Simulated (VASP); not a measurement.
# Cd3Ir (Pm-3m) in VASP: single point with LDA

Aim: the single point of Cd3Ir with LDA.

All numbers are computed with VASP 6.6.1; they aren't measurements. Logs are shortened: lines on timing, memory, paths and dates and some standing lists are left out, and cuts for length are marked.

**1. The cell of the first run**

It takes space group Pm-3m (No. 221, cubic). Conventional cell: a = 4.217 Å, b = 4.217 Å, c = 4.217 Å, α = 90.00°, β = 90.00°, γ = 90.00°. Cd (site symmetry 4/mmm) has 8 Cd at 2.98 Å and 4 Ir at 2.98 Å within 3.9 Å. Ir (site symmetry m-3m) has 12 Cd at 2.98 Å within 3.9 Å.

**2. Single point, LDA**

Contents of INCAR:

```
SYSTEM = Cd3Ir
PREC     = Accurate       ! precision mode
ENCUT    = 520            ! plane-wave cutoff, eV
EDIFF    = 1E-7           ! SCF threshold, eV
ISMEAR   = -1             ! smearing method
SIGMA    = 0.1            ! smearing width, eV
LREAL    = .FALSE.        ! projectors in reciprocal space
LASPH    = .TRUE.         ! aspherical terms in the spheres
NELM     = 60             ! most SCF steps
ALGO     = Normal         ! electronic algorithm
ISIF     = 2              ! what is computed and relaxed
LWAVE    = .FALSE.        ! write WAVECAR
LCHARG   = .FALSE.        ! write CHGCAR
GGA      = CA             ! functional
NBANDS   = 30             ! bands
```

Contents of KPOINTS:

```
regular mesh
0
G
  6 6 6
  0 0 0
```

Contents of POSCAR:

```
Cd3Ir
1.0
    4.2167040000      0.0000000000      0.0000000000
    0.0000000000      4.2167040000      0.0000000000
    0.0000000000      0.0000000000      4.2167040000
Cd Ir
3 1
Direct
    0.0000000000      0.5000000000      0.5000000000
    0.5000000000      0.0000000000      0.5000000000
    0.5000000000      0.5000000000      0.0000000000
    0.0000000000      0.0000000000      0.0000000000
```

Potentials or basis: VASP PAW LDA potentials, release 64 (Cd, Ir).

The run is started by

```bash
$ cat potpaw_LDA.64/Cd/POTCAR potpaw_LDA.64/Ir/POTCAR > POTCAR
$ mpirun -np 1 vasp_std > vasp.out
```

OUTCAR:

```text
SYSTEM = Cd3Ir
   PREC = Accurate
   ENCUT = 520
   EDIFF = 1E-7
   ISMEAR = -1
   LREAL = .FALSE.
   LASPH = .TRUE.
   NELM = 60
   ISIF = 2
   GGA = CA

 ion  position               nearest neighbor table
   1  0.000  0.500  0.500-   2 2.98   3 2.98   4 2.98   3 2.98   4 2.98   2 2.98   4 2.98   4 2.98
                             2 2.98   3 2.98   3 2.98   2 2.98
   2  0.500  0.000  0.500-   1 2.98   3 2.98   4 2.98   3 2.98   4 2.98   1 2.98   3 2.98   3 2.98
                             1 2.98   4 2.98   4 2.98   1 2.98
   3  0.500  0.500  0.000-   1 2.98   2 2.98   4 2.98   1 2.98   2 2.98   2 2.98   4 2.98   2 2.98
                             1 2.98   4 2.98   1 2.98   4 2.98
   4  0.000  0.000  0.000-   1 2.98   2 2.98   3 2.98   1 2.98   2 2.98   1 2.98   3 2.98   1 2.98
                             2 2.98   3 2.98   2 2.98   3 2.98

  LATTYP: Found a simple cubic cell.
 ALAT       =     4.2167040000

  Lattice vectors:

 A1 = (   4.2167040000,   0.0000000000,   0.0000000000)
 A2 = (   0.0000000000,   4.2167040000,   0.0000000000)
 A3 = (   0.0000000000,   0.0000000000,   4.2167040000)

Analysis of symmetry for initial positions (statically):
=====================================================================
 Subroutine PRICEL returns:
 Original cell was already a primitive cell.

 Routine SETGRP: Setting up the symmetry group for a
 simple cubic supercell.

 Subroutine GETGRP returns: Found 48 space group operations
 (whereof 48 operations were pure point group operations)
 out of a pool of 48 trial point group operations.

The static configuration has the point symmetry O_h .

Analysis of symmetry for dynamics (positions and initial velocities):
=====================================================================
 Subroutine PRICEL returns:
 Original cell was already a primitive cell.

 Routine SETGRP: Setting up the symmetry group for a
 simple cubic supercell.

 Subroutine GETGRP returns: Found 48 space group operations
 (whereof 48 operations were pure point group operations)
 out of a pool of 48 trial point group operations.

The dynamic configuration has the point symmetry O_h .

 Subroutine INISYM returns: Found 48 space group operations
 (whereof 48 operations are pure point group operations),
 and found     1 'primitive' translations

----------------------------------------------------------------------------------------

                                     Primitive cell

  volume of cell :      74.9755

  direct lattice vectors                    reciprocal lattice vectors
     4.216704000  0.000000000  0.000000000     0.237152051  0.000000000  0.000000000
     0.000000000  4.216704000  0.000000000     0.000000000  0.237152051  0.000000000
     0.000000000  0.000000000  4.216704000     0.000000000  0.000000000  0.237152051

  length of vectors
     4.216704000  4.216704000  4.216704000     0.237152051  0.237152051  0.237152051

  position of ions in fractional coordinates (direct lattice)
     0.000000000  0.500000000  0.500000000
     0.500000000  0.000000000  0.500000000
     0.500000000  0.500000000  0.000000000
     0.000000000  0.000000000  0.000000000

  ion indices of the primitive-cell ions
   primitive index   ion index
                 1           1
                 2           2
                 3           3
                 4           4

----------------------------------------------------------------------------------------

 KPOINTS: regular mesh

Automatic generation of k-mesh.
 Grid dimensions read from file:
 generate k-points for:    6    6    6

 Generating k-lattice:

  Cartesian coordinates                     Fractional coordinates (reciprocal lattice)
     0.039525342  0.000000000  0.000000000     0.166666667  0.000000000  0.000000000
     0.000000000  0.039525342  0.000000000     0.000000000  0.166666667  0.000000000
     0.000000000  0.000000000  0.039525342     0.000000000  0.000000000  0.166666667

  Length of vectors
     0.039525342  0.039525342  0.039525342

  Shift w.r.t. Gamma in fractional coordinates (k-lattice)
     0.000000000  0.000000000  0.000000000

 Subroutine IBZKPT returns following result:
 ===========================================

 Found     20 irreducible k-points:

 Following reciprocal coordinates:
            Coordinates               Weight
  0.000000  0.000000  0.000000      1.000000
  0.166667  0.000000  0.000000      6.000000
  0.333333  0.000000  0.000000      6.000000
  0.500000  0.000000  0.000000      3.000000
  0.166667  0.166667  0.000000     12.000000
  0.333333  0.166667  0.000000     24.000000
[... 12 lines left out ...]
  0.500000  0.500000  0.333333      6.000000
  0.500000  0.500000  0.500000      1.000000
   k-points           NKPTS =     20   k-points in BZ     NKDIM =     20   number of bands    NBANDS=     30
   number of dos      NEDOS =    301   number of ions     NIONS =      4
   total plane-waves  NPLWV =  32768
   dimension x,y,z NGX =    32 NGY =   32 NGZ =   32
   dimension x,y,z NGXF=    64 NGYF=   64 NGZF=   64
   ions per type =               3   1
   NGX,Y,Z   is equivalent  to a cutoff of  12.62, 12.62, 12.62 a.u.
   NGXF,Y,Z  is equivalent  to a cutoff of  25.23, 25.23, 25.23 a.u.
 SYSTEM =  Cd3Ir
   PREC   = accura    normal or accurate (medium, high low for compatibility)
   ISTART =      0    job   : 0-new  1-cont  2-samecut
   ICHARG =      2    charge: 1-file 2-atom 10-const
   ISPIN  =      1    spin polarized calculation?
   LNONCOLLINEAR =      F non collinear calculations
   LSORBIT =      F    spin-orbit coupling
   LASPH  =      T    aspherical Exc in radial PAW
   ENCUT  =  520.0 eV  38.22 Ry    6.18 a.u.   7.84  7.84  7.84*2*pi/ulx,y,z
   NELM   =     60;   NELMIN=  2; NELMDL= -5     # of ELM steps
   EDIFF  = 0.1E-06   stopping-criterion for ELM
   LREAL  =      F    real-space projection
   EDIFFG = 0.1E-05   stopping-criterion for IOM
   NSW    =      0    number of steps for IOM
   IBRION =     -1    ionic relax: 0-MD 1-quasi-New 2-CG
   NFREE  =      0    steps in history (QN), initial steepest desc. (CG)
   ISIF   =      2    stress and relaxation
   ISYM   =      2    0-nonsym 1-usesym 2-fastsym
   POTIM  = 0.5000    time-step for ionic-motion
   TEBEG  =    0.0;   TEEND  =   0.0 temperature during run
   PSTRESS=    0.0 pullay stress
   NELECT =      45.0000    total number of electrons
   NUPDOWN=      -1.0000    fix difference up-down
   EMIN   =  10.00;   EMAX   =-10.00  energy-range for DOS
   EFERMI =   0.00;   METHOD = LEGACY
   ISMEAR =    -1;   SIGMA  =   0.10  broadening in eV -4-tet -1-fermi 0-gaus
   EFERMI_NEDOS =   21; number of points for ismear=-14 and -15
   IALGO  =     38    algorithm
   IMIX   =      4    mixing-type and parameters
     AMIX     =   0.40;   BMIX     =  1.00
     AMIX_MAG =   1.60;   BMIX_MAG =  1.00
  volume/ion in A,a.u.               =      18.74       126.49
  Fermi-wavevector in a.u.,A,eV,Ry     =   1.380933  2.609585 25.945976  1.906975
  Thomas-Fermi vector in A             =   2.505764
   LORBIT       =      0    0 simple, 1 ext, 2 COOP (PROOUT), +10 PAW based schemes
   GGA     = CA    functional components
   LHFCALC =     F    Hartree Fock is set to
   AEXX    =    0.0000 exact exchange contribution
   IVDW    =     0    specifies the selected vdW correction
   LEPSILON=     F    determine dielectric tensor
   LRPA    =     F    only Hartree local field effects (RPA)
 non-spin polarized calculation
  energy-cutoff  :      520.00
  volume of cell :       74.98
 maximum number of plane-waves:      2040
 NGX is ok and might be reduce to    32
   NGX = 15   NGY = 15   NGZ = 15

 number of electron      45.0000038 magnetization

 Free energy of the ion-electron system (eV)
  ---------------------------------------------------
  ext. energy  EPLUGINS =         0.00000000
  ---------------------------------------------------
  free energy    TOTEN  =       -14.46304847 eV

  energy without entropy =      -14.40110811  energy(sigma->0) =      -14.43207829

 E-fermi :   3.9628     XC(G=0): -12.2361

 val. band max:        3.9332437460   @ k =   0.3333   0.3333   0.3333
 cond. band min:       4.0836246177   @ k =   0.1667   0.1667   0.1667
 fundamental gap:      0.1503808717
 Fermi energy:         3.9627627191

 k-point     1 :       0.0000    0.0000    0.0000
  band No.  band energies     occupation
      1      -6.0796      2.00000
      2      -5.7654      2.00000
      3      -5.7654      2.00000
      4      -5.7654      2.00000
      5      -5.4042      2.00000
      6      -5.4042      2.00000
[... 22 lines left out ...]
     29      11.8450      0.00000
     30      11.8450      0.00000

 k-point     2 :       0.1667    0.0000    0.0000
  band No.  band energies     occupation
      1      -5.9762      2.00000
      2      -5.7305      2.00000
      3      -5.6732      2.00000
      4      -5.6732      2.00000
      5      -5.3601      2.00000
      6      -5.3065      2.00000
[... 22 lines left out ...]
     29      11.4638      0.00000
     30      11.7186      0.00000

 k-point     3 :       0.3333    0.0000    0.0000
  band No.  band energies     occupation
      1      -5.7273      2.00000
      2      -5.6520      2.00000
      3      -5.4095      2.00000
      4      -5.4095      2.00000
      5      -5.2661      2.00000
      6      -5.0636      2.00000
[... 22 lines left out ...]
     29      10.0618      0.00000
     30      11.5598      0.00000

 k-point     4 :       0.5000    0.0000    0.0000
  band No.  band energies     occupation
      1      -5.6066      2.00000
      2      -5.5549      2.00000
      3      -5.1954      2.00000
      4      -5.0940      2.00000
      5      -5.0940      2.00000
      6      -4.9129      2.00000
[... 22 lines left out ...]
     29       9.1577      0.00000
     30      11.5050      0.00000

 k-point     5 :       0.1667    0.1667    0.0000
  band No.  band energies     occupation
      1      -5.8872      2.00000
      2      -5.6724      2.00000
      3      -5.6095      2.00000
      4      -5.6006      2.00000
      5      -5.2861      2.00000
      6      -5.2303      2.00000
[... 22 lines left out ...]
     29      11.8074      0.00000
     30      11.9044      0.00000
[... 394 lines left out ...]
     29      14.5521      0.00000
     30      14.5521      0.00000

 k-point    18 :       0.5000    0.3333    0.3333
  band No.  band energies     occupation
      1      -5.6089      2.00000
      2      -5.5444      2.00000
      3      -5.4823      2.00000
      4      -5.4260      2.00000
      5      -5.1104      2.00000
      6      -5.0689      2.00000
[... 22 lines left out ...]
     29      14.9881      0.00000
     30      15.7009      0.00000

 k-point    19 :       0.5000    0.5000    0.3333
  band No.  band energies     occupation
      1      -5.6101      2.00000
      2      -5.5757      2.00000
      3      -5.5755      2.00000
      4      -5.5755      2.00000
      5      -5.0660      2.00000
      6      -5.0660      2.00000
[... 22 lines left out ...]
     29      16.0830      0.00000
     30      16.6196      0.00000

 k-point    20 :       0.5000    0.5000    0.5000
  band No.  band energies     occupation
      1      -5.7041      2.00000
      2      -5.6521      2.00000
      3      -5.6521      2.00000
      4      -5.6521      2.00000
      5      -5.0700      2.00000
      6      -5.0700      2.00000
[... 22 lines left out ...]
     29      17.8346      0.00000
     30      18.0332      0.00000

------------------------ aborting loop because EDIFF is reached ----------------------------------------

  FORCE on cell =-STRESS in cart. coord.  units (eV):
  Direction    XX          YY          ZZ          XY          YZ          ZX
  --------------------------------------------------------------------------------------
  -------------------------------------------------------------------------------------
  Total       -4.5944115     -4.5944115     -4.5944115      0.0000000      0.0000000     -0.0000000
  in kB      -98.1795698    -98.1795698    -98.1795698      0.0000000      0.0000000     -0.0000000
  external PRESSURE =     -98.1795698 kB  Pullay stress =       0.0000000 kB

 VOLUME and BASIS-vectors are now :
 -----------------------------------------------------------------------------
  energy-cutoff  :      520.00
  volume of cell :       74.98
      direct lattice vectors                 reciprocal lattice vectors
     4.216704000  0.000000000  0.000000000     0.237152051  0.000000000  0.000000000
     0.000000000  4.216704000  0.000000000     0.000000000  0.237152051  0.000000000
     0.000000000  0.000000000  4.216704000     0.000000000  0.000000000  0.237152051

 POSITION                                       TOTAL-FORCE (eV/Angst)
 -----------------------------------------------------------------------------------
      0.00000      2.10835      2.10835         0.000000      0.000000      0.000000
      2.10835      0.00000      2.10835         0.000000      0.000000      0.000000
      2.10835      2.10835      0.00000         0.000000      0.000000      0.000000
      0.00000      0.00000      0.00000         0.000000      0.000000      0.000000
 -----------------------------------------------------------------------------------
    total drift:                                0.000000     -0.000000     -0.000000

  FREE ENERGIE OF THE ION-ELECTRON SYSTEM (eV)
  ---------------------------------------------------
  free  energy   TOTEN  =       -14.4630484703 eV

  energy  without entropy=      -14.4011081123  energy(sigma->0) =      -14.43207829
```

Run time: 30 s. Hardware: 1 thread of Intel Xeon 8259CL, shared host; peak memory 0.18 GiB.

What came out:

```yaml
Free_energy: -14.4630 eV
Pressure: -9.8 GPa
```

Levels at points of the mesh, in eV from the Fermi level:
```tsv
k point	band 20	band 21	band 22	band 23	band 24	band 25	band 26	band 27
(0.00, 0.00, 0.00)	-0.96	-0.96	-0.18	-0.18	-0.18	3.39	4.46	4.46
(0.50, 0.00, 0.00)	-2.11	-1.16	-1.01	3.20	3.74	3.74	4.14	4.14
(0.50, 0.50, 0.00)	-1.94	-1.94	-1.08	-0.62	0.15	5.46	6.34	6.37
(0.50, 0.50, 0.50)	-1.61	-1.61	-1.61	-0.82	-0.82	0.70	2.15	2.15
```

Caveat: spin-orbit coupling is left out, which moves the levels of the heavy elements.
